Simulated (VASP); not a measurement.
Set up this calculation in VASP 6.6.1, as the native input.

* Task: single point
* Functional: PBE
* Potentials or basis: VASP PAW PBE potentials, release 64 (Si, Ti_sv)
* Cutoff: 520 eV
* k mesh: 2 × 2 × 2
* Occupations: gaussian, width 0.02 eV
* Spin: no spin polarisation
* Dipole correction: no
* Further INCAR settings: LREAL = Auto; ALGO = Normal; EDIFF = 1e-07; NBANDS = 52

The structure of TiSi16 (a cell with a defect) lies in POSCAR:

```
TiSi16
1.0
    0.0000000000      5.4300000000      5.4300000000
    5.4300000000      0.0000000000      5.4300000000
    5.4300000000      5.4300000000      0.0000000000
Si Ti
16 1
Direct
   -0.0232376611      0.0071459484      0.0076825967
    0.1254591160      0.1095499079      0.1507099448
    0.0265295580     -0.0576078269      0.5153061694
    0.1253469613      0.1093440147      0.6142000000
    0.0090063536      0.4822516575      0.0099463168
    0.1184679558      0.6318622468      0.1243926335
    0.0090411602      0.4819669429      0.4979695212
    0.1506601289      0.5691593923      0.6395903315
    0.5193197053      0.0074220994      0.0080723757
    0.6174921731      0.1704091160      0.1062816759
    0.5188591160      0.0072127072      0.4655471455
    0.6619303867      0.1095961326      0.6142511971
    0.4934768877      0.5409039595     -0.0175724678
    0.6355043278      0.6323726519      0.1244111418
    0.5210158379      0.4822907919      0.4979173112
    0.6354633517      0.6319095764      0.6073732965
    0.3546954880      0.9585903315      0.8434881215
```

These files were run (other wordings do the same):

INCAR

```
SYSTEM = TiSi16
PREC = Accurate ; ENCUT = 520
EDIFF = 1E-7 ; ISMEAR = 0
SIGMA = 0.02 ; LREAL = Auto
LASPH = .TRUE. ; NELM = 80
ALGO = Normal ; ISIF = 2
LWAVE = .FALSE. ; LCHARG = .FALSE.
GGA = PE ; NBANDS = 52
```

KPOINTS

```
regular mesh
0
G
  2 2 2
  0 0 0
```

Potentials or basis: VASP PAW PBE potentials, release 64 (Si, Ti_sv).

The run is started by

```console
$ cat potpaw_PBE.64/Si/POTCAR potpaw_PBE.64/Ti_sv/POTCAR > POTCAR
$ mpirun -np 1 vasp_std > vasp.out
```

Results of the run:

```yaml
Pressure: 4.2 GPa
Largest_force: 2.016 eV/Å
Band_gap_on_the_k_mesh: zero (band 38 reaches 6.92 eV, above the bottom of band 39 at 6.61 eV)
```

Caveat: the k points lie up to 0.50 Å⁻¹ apart.

It took 3.4 min on 1 thread of Intel(R) Xeon(R) 6975P-C (Granite Rapids), on a shared host, peak memory 0.49 GiB.
